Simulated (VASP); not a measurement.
Wanted: the native input for a VASP 6.6.1 run.

| Property | Result |
| --- | --- |
| Task | single point |
| Functional | PBEsol |
| Potentials or basis | VASP PAW PBE potentials, release 64 (Sn_d) |
| Cutoff | 520 eV |
| k mesh | 18 × 18 × 18 |
| Occupations | gaussian, width 0.15 eV |
| Spin | no spin polarisation |
| Dipole correction | no |
| Further INCAR settings | ALGO = Fast; EDIFF = 1e-07; NBANDS = 21 |

The structure of Sn lies in POSCAR:

```
Sn
1.0
   -2.6939340552      2.6939340552      1.9049900525
    2.6939340552     -2.6939340552      1.9049900525
    2.6939340552      2.6939340552     -1.9049900525
Sn
2
Direct
    0.7500000000      0.2500000000      0.5000000000
    0.0000000000      0.0000000000      0.0000000000
```

This cell differs from its parent crystal: ratio of the length along z to the lengths across it x 1.3, volume and fractional coordinates fixed.

The input as run:

INCAR

```
SYSTEM = Sn
PREC = Accurate
ENCUT = 520
EDIFF = 1E-7
ISMEAR = 0
SIGMA = 0.15
LREAL = .FALSE.
LASPH = .TRUE.
NELM = 60
ALGO = Fast
ISIF = 2
LWAVE = .FALSE.
LCHARG = .FALSE.
GGA = PS
NBANDS = 21
```

KPOINTS

```
Automatic mesh
0
G
  18 18 18
  0 0 0
```

Potentials or basis: VASP PAW PBE potentials, release 64 (Sn_d).

Launch:

```console
$ cat potpaw_PBE.64/Sn_d/POTCAR > POTCAR
$ mpirun -np 1 vasp_std > vasp.out
```

Results of the run:

```
Pressure               : 2.6 GPa
Band gap on the k mesh : zero (band 14 reaches 9.60 eV, above the bottom of band 15 at 5.04 eV)
```

Caveat: the PAW data sets were made with another functional, which shifts forces and pressure a little; spin-orbit coupling is left out, which moves the levels of the heavy elements.

Run time: 3.3 min on 1 thread of Intel(R) Xeon(R) 6975P-C (Granite Rapids), on a shared host, peak memory 0.52 GiB.
